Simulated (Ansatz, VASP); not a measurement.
Pb: VASP beside Ansatz

```
CELL_PARAMETERS angstrom
-1.97966 1.97966 1.97966
1.97966 -1.97966 1.97966
1.97966 1.97966 -1.97966
ATOMIC_POSITIONS crystal
Pb 0.00000 0.00000 0.00000
```

Alike in both runs: functional PBEsol-based screened hybrid; k mesh 5 × 5 × 5; occupations fermi-dirac, width 0.05 eV; no spin polarisation.

|  | VASP | Ansatz |
| --- | --- | --- |
| version | VASP 6.6.1 | Ansatz 0.2.0 |
| potentials or method | VASP PAW PBE potentials, release 64 (Pb_d) | Ansatz PAW |
| plane-wave cutoff (eV) | 520 | 420 |
| valence electrons in the cell | 14 | 14 |
| task | single point | band structure |

```csv
,VASP,Ansatz,Ansatz less VASP
gap on the k mesh at the Fermi level (eV),none,none,-
pressure (GPa),-0.2,-0.2,+0.09
```

VASP's potentials were made for PBE, not for PBEsol-based screened hybrid. A gap of «none» marks a metal or a gap that the smearing closes. The functional is the same, so the differences come from potentials, cutoffs and numerics.

The k mesh is coarse, so the values compare programs but aren't converged. Neither program's run includes spin-orbit coupling.
